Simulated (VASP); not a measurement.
Write the native input for VASP 6.6.1 that does the following.

| Property | Result |
| --- | --- |
| Task | relaxation of cell and atoms |
| Functional | PBE |
| Potentials or basis | VASP PAW PBE potentials, release 64 (Hf_pv) |
| Cutoff | 600 eV |
| k mesh | 15 × 15 × 15 |
| Occupations | fermi-dirac, width 0.05 eV |
| Spin | no spin polarisation |
| Target pressure | 74 GPa |
| Dipole correction | no |
| Further INCAR settings | ALGO = Normal; EDIFF = 1e-06; IBRION = 2; EDIFFG = -0.005; NSW = 60; ISIF = 3 |

The structure of Hf lies in POSCAR:

```
Hf
1.0
    2.5171288213      0.0000000000      0.0000000000
    0.0000000000      2.5171288213      0.0000000000
    0.0000000000      0.0000000000      2.5171288213
Hf
1
Direct
    0.0000000000      0.0000000000      0.0000000000
```

These files were run (other wordings do the same):

INCAR

```
  ALGO = Normal
  EDIFF = 1E-6
  EDIFFG = -0.005
  ENCUT = 600
  GGA = PE
  IBRION = 2
  ISIF = 3
  ISMEAR = -1
  LASPH = T
  LCHARG = F
  LREAL = F
  LWAVE = F
  NELM = 60
  NSW = 60
  PREC = Accurate
  PSTRESS = 740.0
  SIGMA = 0.05
```

KPOINTS

```
k-points
0
Gamma
  15 15 15
```

Potentials or basis: VASP PAW PBE potentials, release 64 (Hf_pv).

The run is started by

```bash
$ cat potpaw_PBE.64/Hf_pv/POTCAR > POTCAR
$ mpirun -np 1 vasp_std > vasp.out
```

Results of the run:

| Property | Result |
| --- | --- |
| Relaxed volume | 15.88 Å³/atom |
| Relaxed cell | a = 2.513 Å, b = 2.513 Å, c = 2.513 Å, α = 90.00°, β = 90.00°, γ = 90.00° |
| Space group after relaxing (to 0.05 Å) | Pm-3m (No. 221) |
| Energy change on relaxing (the enthalpy is what falls) | +31.9 meV/atom |
| Ionic steps | 3 |
| Pressure after relaxing | 74.0 GPa |
| Band gap on the k mesh | zero (band 5 reaches 8.22 eV, above the bottom of band 6 at 4.10 eV) |

Caveat: the cell is relaxed towards a set pressure, so the enthalpy falls and the energy may rise; spin-orbit coupling is left out, which moves the levels of the heavy elements.

It took 20 s on 1 thread of Intel Xeon 6975P-C, with other jobs on the host, peak memory 0.15 GiB.
